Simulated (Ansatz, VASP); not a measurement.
One calculation of Si, two programs

```xyz
17
Lattice="0.0000 5.4300 5.4300 5.4300 0.0000 5.4300 5.4300 5.4300 0.0000" Properties=species:S:1:pos:R:3 pbc="T T T"
Si   -0.0039   -0.0330   -0.0054
Si    1.3750    1.3384    1.3728
Si    2.7464    2.7172   -0.0049
Si    4.0661    4.0771    1.3578
Si    2.7107    0.0022    2.7043
Si    4.0455    1.3325    4.0419
Si    5.4287    2.7141    2.6753
Si    6.8107    4.0974    4.0422
Si   -0.0021    2.7158    2.7451
Si    1.3592    4.0756    4.0655
Si    2.7148    5.4295    2.7145
Si    4.0684    6.7847    4.0662
Si    2.6801    2.7128    5.4258
Si    4.0483    4.0949    6.8060
Si    5.4304    5.4626    5.4262
Si    6.7920    6.7811    6.7890
Si    5.4254    2.7172    5.4185
```

Alike in both runs: functional PBE; dispersion D3(BJ); k mesh 2 × 2 × 2; occupations fermi-dirac, width 0.02 eV; no spin polarisation.

Ansatz relaxed the structure, and its values are those at the end. VASP's run is a single point on that final structure, the one shown.

|  | VASP | Ansatz |
| --- | --- | --- |
| version | VASP 6.6.1 | Ansatz 0.2.0 |
| potentials or method | VASP PAW PBE potentials, release 64 (Si), cutoff 520 eV | scalar-relativistic, plane waves, PAW |
| valence electrons in the cell | 68 | 68 |

```csv
,VASP,Ansatz,Ansatz less VASP
rms of the force components (eV/Å),0.011,0.011,+0.0006
```

The k mesh is coarse, so the values compare programs but aren't converged.
